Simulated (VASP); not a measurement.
# ZrPbI6 (P1) in VASP: single point with PBEsol

Aim: the single point of ZrPbI6 with PBEsol.

Program: VASP 6.6.1. These are calculated values, not measurements. Logs are shortened: lines on timing, memory, paths and dates and some standing lists are left out, and cuts for length are marked.

### 1 The cell of the first run

The typed cell holds 8 atoms: a = 7.366 Å, b = 7.367 Å, c = 7.931 Å, α = 62.35°, β = 90.04°, γ = 59.99°.

### 2 Single point, PBEsol

Input file INCAR:

```
ALGO = Normal ; EDIFF = 1E-7
ENCUT = 520 ; GGA = PS
ISIF = 2 ; ISMEAR = -1
LASPH = True ; LCHARG = False
LREAL = False ; LWAVE = False
NBANDS = 44 ; NELM = 60
PREC = Accurate ; SIGMA = 0.05
```

Input file KPOINTS:

```
k-points
0
Gamma
  4 4 4
```

Input file POSCAR:

```
ZrPbI6
1.0
    7.3652445599      0.0960032344     -0.0759181489
    3.6025073834      6.4245280140      0.1317931521
    0.0110904879      4.0748994712      6.8039472835
Zr Pb I
1 1 6
Direct
    0.0008874046      0.0050467222     -0.0081257350
    0.5009630722      0.0049458553      0.4920268373
    0.7768518910      0.8169866044      0.2301229101
    0.2241558384      0.1940644158      0.7529829571
    0.5885256521      0.4675127851      0.7518743114
    0.4133632671      0.5427625820      0.2311198547
    0.0501892979      0.1790435152      0.2304131575
    0.9514134444      0.8308405505      0.7531584472
```

Potentials or basis: VASP PAW PBE potentials, release 64 (Zr_sv, Pb_d, I).

Started as:

```
$ cat potpaw_PBE.64/Zr_sv/POTCAR potpaw_PBE.64/Pb_d/POTCAR potpaw_PBE.64/I/POTCAR > POTCAR
$ mpirun -np 1 vasp_std > vasp.out
```

OUTCAR:

```text
EDIFF = 1E-7
   ENCUT = 520
   GGA = PS
   ISIF = 2
   ISMEAR = -1
   LASPH = True
   LREAL = False
   NELM = 60
   PREC = Accurate

 ion  position               nearest neighbor table
   1  0.001  0.005  0.992-   7 2.84   6 2.84   3 2.84   5 2.84   4 2.84   8 2.84
   2  0.501  0.005  0.492-   5 3.20   8 3.20   3 3.20   4 3.20   6 3.20   7 3.20
   3  0.777  0.817  0.230-   1 2.84   2 3.20
   4  0.224  0.194  0.753-   1 2.84   2 3.20
   5  0.589  0.468  0.752-   1 2.84   2 3.20
   6  0.413  0.543  0.231-   1 2.84   2 3.20
   7  0.050  0.179  0.230-   1 2.84   2 3.20
   8  0.951  0.831  0.753-   1 2.84   2 3.20

  LATTYP: Found a base centered monoclinic cell.
 ALAT       =    48.6433352026
 B/A-ratio  =     0.1514455521
 C/A-ratio  =     0.6271099091
 COS(beta)  =    -0.9983427713

  Lattice vectors:

 A1 = ( -22.2670539607,   8.3901436192,  -6.2366883837)
 A2 = ( -18.6645465773,  14.8146716332,  -6.1048952316)
 A3 = (  26.0297911372, -14.7186683988,   6.0289770827)

Analysis of symmetry for initial positions (statically):
=====================================================================
 Subroutine PRICEL returns:
 Original cell was already a primitive cell.

 Routine SETGRP: Setting up the symmetry group for a
 base centered monoclinic supercell.

 Subroutine GETGRP returns: Found  1 space group operations
 (whereof  1 operations were pure point group operations)
 out of a pool of  4 trial point group operations.

The static configuration has the point symmetry C_1 .

Analysis of symmetry for dynamics (positions and initial velocities):
=====================================================================
 Subroutine PRICEL returns:
 Original cell was already a primitive cell.

 Routine SETGRP: Setting up the symmetry group for a
 base centered monoclinic supercell.

 Subroutine GETGRP returns: Found  1 space group operations
 (whereof  1 operations were pure point group operations)
 out of a pool of  4 trial point group operations.

The dynamic configuration has the point symmetry C_1 .

 Subroutine INISYM returns: Found  1 space group operations
 (whereof  1 operations are pure point group operations),
 and found     1 'primitive' translations

----------------------------------------------------------------------------------------

                                     Primitive cell

  volume of cell :     314.5331

  direct lattice vectors                    reciprocal lattice vectors
     7.365244560  0.096003234 -0.075918149     0.137267274 -0.077924409  0.046445359
     3.602507383  6.424528014  0.131793152    -0.003060281  0.159326862 -0.095416231
     0.011090488  4.074899471  6.803947284     0.001590900 -0.003955655  0.149339965

  length of vectors
     7.366261441  7.366816754  7.930865485     0.164534766  0.185738180  0.149400815

  position of ions in fractional coordinates (direct lattice)
     0.000887405  0.005046722  0.991874265
     0.500963072  0.004945855  0.492026837
     0.776851891  0.816986604  0.230122910
     0.224155838  0.194064416  0.752982957
     0.588525652  0.467512785  0.751874311
     0.413363267  0.542762582  0.231119855
     0.050189298  0.179043515  0.230413158
     0.951413444  0.830840550  0.753158447

  ion indices of the primitive-cell ions
   primitive index   ion index
                 1           1
                 2           2
                 3           3
                 4           4
                 5           5
                 6           6
                 7           7
                 8           8

----------------------------------------------------------------------------------------

 KPOINTS: k-points

Automatic generation of k-mesh.
 Grid dimensions read from file:
 generate k-points for:    4    4    4

 Generating k-lattice:

  Cartesian coordinates                     Fractional coordinates (reciprocal lattice)
     0.034316818 -0.019481102  0.011611340     0.250000000 -0.000000000  0.000000000
    -0.000765070  0.039831716 -0.023854058     0.000000000  0.250000000  0.000000000
     0.000397725 -0.000988914  0.037334991     0.000000000  0.000000000  0.250000000

  Length of vectors
     0.041133692  0.046434545  0.037350204

  Shift w.r.t. Gamma in fractional coordinates (k-lattice)
     0.000000000  0.000000000  0.000000000

 Subroutine IBZKPT returns following result:
 ===========================================

 Found     36 irreducible k-points:

 Following reciprocal coordinates:
            Coordinates               Weight
  0.000000  0.000000  0.000000      1.000000
  0.250000 -0.000000 -0.000000      2.000000
  0.500000 -0.000000 -0.000000      1.000000
  0.000000  0.250000 -0.000000      2.000000
  0.250000  0.250000 -0.000000      2.000000
  0.500000  0.250000 -0.000000      2.000000
[... 16 lines left out ...]
  0.000000 -0.250000  0.250000      2.000000
  0.250000 -0.250000  0.250000      2.000000
 [... further k-points ...]
   k-points           NKPTS =     36   k-points in BZ     NKDIM =     36   number of bands    NBANDS=     44
   number of dos      NEDOS =    301   number of ions     NIONS =      8
   total plane-waves  NPLWV = 188160
   dimension x,y,z NGX =    56 NGY =   56 NGZ =   60
   dimension x,y,z NGXF=   112 NGYF=  112 NGZF=  120
   ions per type =               1   1   6
   NGX,Y,Z   is equivalent  to a cutoff of  12.64, 12.64, 12.58 a.u.
   NGXF,Y,Z  is equivalent  to a cutoff of  25.28, 25.27, 25.15 a.u.
 SYSTEM =  unknown system
   PREC   = accura    normal or accurate (medium, high low for compatibility)
   ISTART =      0    job   : 0-new  1-cont  2-samecut
   ICHARG =      2    charge: 1-file 2-atom 10-const
   ISPIN  =      1    spin polarized calculation?
   LNONCOLLINEAR =      F non collinear calculations
   LSORBIT =      F    spin-orbit coupling
   LASPH  =      T    aspherical Exc in radial PAW
   ENCUT  =  520.0 eV  38.22 Ry    6.18 a.u.  13.70 13.70 14.75*2*pi/ulx,y,z
   NELM   =     60;   NELMIN=  2; NELMDL= -5     # of ELM steps
   EDIFF  = 0.1E-06   stopping-criterion for ELM
   LREAL  =      F    real-space projection
   EDIFFG = 0.1E-05   stopping-criterion for IOM
   NSW    =      0    number of steps for IOM
   IBRION =     -1    ionic relax: 0-MD 1-quasi-New 2-CG
   NFREE  =      0    steps in history (QN), initial steepest desc. (CG)
   ISIF   =      2    stress and relaxation
   ISYM   =      2    0-nonsym 1-usesym 2-fastsym
   POTIM  = 0.5000    time-step for ionic-motion
   TEBEG  =    0.0;   TEEND  =   0.0 temperature during run
   PSTRESS=    0.0 pullay stress
   NELECT =      68.0000    total number of electrons
   NUPDOWN=      -1.0000    fix difference up-down
   EMIN   =  10.00;   EMAX   =-10.00  energy-range for DOS
   EFERMI =   0.00;   METHOD = LEGACY
   ISMEAR =    -1;   SIGMA  =   0.05  broadening in eV -4-tet -1-fermi 0-gaus
   EFERMI_NEDOS =   21; number of points for ismear=-14 and -15
   IALGO  =     38    algorithm
   IMIX   =      4    mixing-type and parameters
     AMIX     =   0.40;   BMIX     =  1.00
     AMIX_MAG =   1.60;   BMIX_MAG =  1.00
  volume/ion in A,a.u.               =      39.32       265.32
  Fermi-wavevector in a.u.,A,eV,Ry     =   0.982552  1.856755 13.135187  0.965409
  Thomas-Fermi vector in A             =   2.113643
   LORBIT       =      0    0 simple, 1 ext, 2 COOP (PROOUT), +10 PAW based schemes
   GGA     = PS    functional components
   LHFCALC =     F    Hartree Fock is set to
   AEXX    =    0.0000 exact exchange contribution
   IVDW    =     0    specifies the selected vdW correction
   LEPSILON=     F    determine dielectric tensor
   LRPA    =     F    only Hartree local field effects (RPA)
 non-spin polarized calculation
  energy-cutoff  :      520.00
  volume of cell :      314.53
 maximum number of plane-waves:      8522
 NGX is ok and might be reduce to    56
   NGX = 27   NGY = 27   NGZ = 29

 number of electron      68.0000000 magnetization

 Free energy of the ion-electron system (eV)
  ---------------------------------------------------
  ext. energy  EPLUGINS =         0.00000000
  ---------------------------------------------------
  free energy    TOTEN  =       -29.62757779 eV

  energy without entropy =      -29.62757710  energy(sigma->0) =      -29.62757744

 E-fermi :   3.5842     XC(G=0):  -8.5235

 val. band max:        2.9472517753   @ k =   0.0000   0.0000   0.0000
 cond. band min:       4.1960113783   @ k =  -0.0000   0.5000   0.5000
 fundamental gap:      1.2487596030
 Fermi energy:         3.5842128251

 k-point     1 :       0.0000    0.0000    0.0000
  band No.  band energies     occupation
      1     -46.3564      2.00000
      2     -24.3863      2.00000
      3     -24.3860      2.00000
      4     -24.3759      2.00000
      5     -13.3756      2.00000
      6     -13.3754      2.00000
[... 36 lines left out ...]
     43       8.3587      0.00000
     44       9.0249      0.00000

 k-point     2 :       0.2500   -0.0000   -0.0000
  band No.  band energies     occupation
      1     -46.3564      2.00000
      2     -24.3863      2.00000
      3     -24.3860      2.00000
      4     -24.3759      2.00000
      5     -13.3756      2.00000
      6     -13.3753      2.00000
[... 36 lines left out ...]
     43       9.0870      0.00000
     44       9.2208      0.00000

 k-point     3 :       0.5000   -0.0000   -0.0000
  band No.  band energies     occupation
      1     -46.3564      2.00000
      2     -24.3863      2.00000
      3     -24.3861      2.00000
      4     -24.3759      2.00000
      5     -13.3755      2.00000
      6     -13.3752      2.00000
[... 976 lines left out ...]
     43       8.5840      0.00000
     44       9.2729      0.00000

 k-point    24 :       0.2500   -0.2500    0.2500
  band No.  band energies     occupation
      1     -46.3564      2.00000
      2     -24.3863      2.00000
      3     -24.3861      2.00000
      4     -24.3759      2.00000
      5     -13.3757      2.00000
      6     -13.3752      2.00000
[... 36 lines left out ...]
     43       8.6147      0.00000
     44       9.0742      0.00000

 [... further k-points ...]

------------------------ aborting loop because EDIFF is reached ----------------------------------------

  FORCE on cell =-STRESS in cart. coord.  units (eV):
  Direction    XX          YY          ZZ          XY          YZ          ZX
  --------------------------------------------------------------------------------------
  -------------------------------------------------------------------------------------
  Total        0.0540025      0.0500765      0.0914646      0.0036868     -0.0095151      0.0116397
  in kB        0.2750794      0.2550813      0.4659049      0.0187799     -0.0484680      0.0592907
  external PRESSURE =       0.3320219 kB  Pullay stress =       0.0000000 kB

 VOLUME and BASIS-vectors are now :
 -----------------------------------------------------------------------------
  energy-cutoff  :      520.00
  volume of cell :      314.53
      direct lattice vectors                 reciprocal lattice vectors
     7.365244560  0.096003234 -0.075918149     0.137267274 -0.077924409  0.046445359
     3.602507383  6.424528014  0.131793152    -0.003060281  0.159326862 -0.095416231
     0.011090488  4.074899471  6.803947284     0.001590900 -0.003955655  0.149339965

 POSITION                                       TOTAL-FORCE (eV/Angst)
 -----------------------------------------------------------------------------------
      0.03572      4.07430      6.74926         0.001183     -0.003277     -0.003385
      3.71299      2.08483      3.31034        -0.000420      0.002477     -0.001028
      8.66746      6.26106      1.61444         0.001402     -0.004544      0.003393
      2.35843      4.33662      5.13182        -0.001658     -0.000528     -0.003169
      6.02719      6.12386      5.13265        -0.004821      0.000201      0.001410
      5.00239      4.46847      1.61268         0.000088      0.000532     -0.001739
      1.01722      2.09400      1.58751         0.001212      0.000569      0.005641
     10.00885      8.49814      5.16172         0.003016      0.004570     -0.001123
 -----------------------------------------------------------------------------------
    total drift:                               -0.000027     -0.000047     -0.000115

  FREE ENERGIE OF THE ION-ELECTRON SYSTEM (eV)
  ---------------------------------------------------
  free  energy   TOTEN  =       -29.6275777865 eV

  energy  without entropy=      -29.6275770976  energy(sigma->0) =      -29.62757744
```

Run time: 21 min. Hardware: 1 thread of Intel Xeon 8259CL, shared host; peak memory 0.76 GiB.

Results:

- Free energy: -29.6276 eV
- Pressure: 0.0 GPa
- Largest force: 0.006 eV/Å
- Band gap on the k mesh: 1.25 eV (least direct gap 1.46 eV)

Forces on the atoms (eV/Å):
```
Zr   0.001 -0.003 -0.003
Pb   0.000  0.002 -0.001
I    0.001 -0.005  0.003
I   -0.002 -0.001 -0.003
I   -0.005  0.000  0.001
I    0.000  0.001 -0.002
I    0.001  0.001  0.006
I    0.003  0.005 -0.001
```

Caveat: the PAW data sets were made with another functional, which shifts forces and pressure a little; spin-orbit coupling is left out, which moves the levels of the heavy elements.
